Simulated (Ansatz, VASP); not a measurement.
# One calculation of Zr, two programs

```
CELL_PARAMETERS angstrom
3.23200 0.00000 0.00000
-1.61600 2.79899 0.00000
0.00000 0.00000 5.14700
ATOMIC_POSITIONS crystal
Zr 0.13333 0.45230 0.25000
Zr 0.66667 0.33333 0.75000
```

Alike in both runs: task single point; functional PBE; k mesh 18 × 18 × 10; occupations gaussian, width 0.15 eV; no spin polarisation.

|  | VASP | Ansatz |
| --- | --- | --- |
| version | VASP 6.6.1 | Ansatz 0.2.0 |
| potentials or method | VASP PAW PBE potentials, release 64 (Zr_sv), cutoff 520 eV | scalar-relativistic, plane waves, PAW |
| valence electrons in the cell | 24 | 24 |

|  | VASP | Ansatz | Ansatz less VASP |
| --- | --- | --- | --- |
| gap on the k mesh at the Fermi level (eV) | none | none | - |
| pressure (GPa) | -1.0 | -1.1 | -0.03 |
| traceless stress, the component that is largest in VASP (GPa) | -2.36 | -2.34 | +0.022 |
| rms of the force components (eV/Å) | 0.245 | 0.243 | -0.0025 |

Atom by atom the forces differ by 0.003 eV/Å (rms over components). A gap of «none» marks a metal or a gap that the smearing closes.
